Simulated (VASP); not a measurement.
Set up this calculation in VASP 6.6.1, as the native input.

* Task: single point
* Functional: LDA
* Potentials or basis: VASP PAW LDA potentials, release 64 (Mg_sv, O)
* Cutoff: 840 eV
* k mesh: 6 × 6 × 6
* Occupations: gaussian, width 0.05 eV
* Spin: no spin polarisation
* Dipole correction: no
* Further INCAR settings: ALGO = Normal; EDIFF = 1e-06; NBANDS = 42

The structure of MgO lies in POSCAR:

```
MgO
1.0
    4.1607146133      0.0000000000      0.0000000000
    0.0000000000     -4.1607146133      0.0000000000
    0.0000000000      0.0000000000     -4.1607146133
Mg O
4 4
Direct
   -0.0706985334      1.0706985334      1.0499914124
    0.5000000000      0.5000000000      1.0000000000
    0.5000000000      1.0000000000      0.5000000000
    0.0000000000      0.5000000000      0.5000000000
    0.5000000000      0.0000000000      0.0000000000
    0.0000000000      0.5000000000      0.0000000000
    0.0000000000      0.0000000000      0.5000000000
    0.5000000000      0.5000000000      0.5000000000
```

This cell differs from its parent crystal: atom 1 (Mg) moved by -0.416 Å along [1 1 0] and -0.208 Å along [0 0 1].

One way to write it, as run:

INCAR

```
SYSTEM = MgO
PREC = Accurate
ENCUT = 840
EDIFF = 1E-6
ISMEAR = 0
SIGMA = 0.05
LREAL = .False.
LASPH = .True.
NELM = 120
ALGO = Normal
ISIF = 2
LWAVE = .False.
LCHARG = .False.
NBANDS = 42
GGA_COMPAT = .False.
```

KPOINTS

```
Automatic mesh
0
Gamma
  6 6 6
  0 0 0
```

Potentials or basis: VASP PAW LDA potentials, release 64 (Mg_sv, O).

Command:

```bash
$ cat potpaw_LDA.64/Mg_sv/POTCAR potpaw_LDA.64/O/POTCAR > POTCAR
$ mpirun -np 1 vasp_std > vasp.out
```

It gave:

The pressure is 7.2 GPa, the largest force is 5.282 eV/Å and the band gap on the k mesh is 4.96 eV.

Caveat: the cell differs from its parent crystal (atom 1 (Mg) moved by -0.416 Å along [1 1 0] and -0.208 Å along [0 0 1]); the cell stands under pressure; forces of over 1 eV/Å act on the atoms, so gaps and moduli don't describe the material at rest.

It took 3 min on 1 thread of AMD EPYC 9R45 96-Core Processor (Zen 5), on a shared host, peak memory 0.37 GiB.
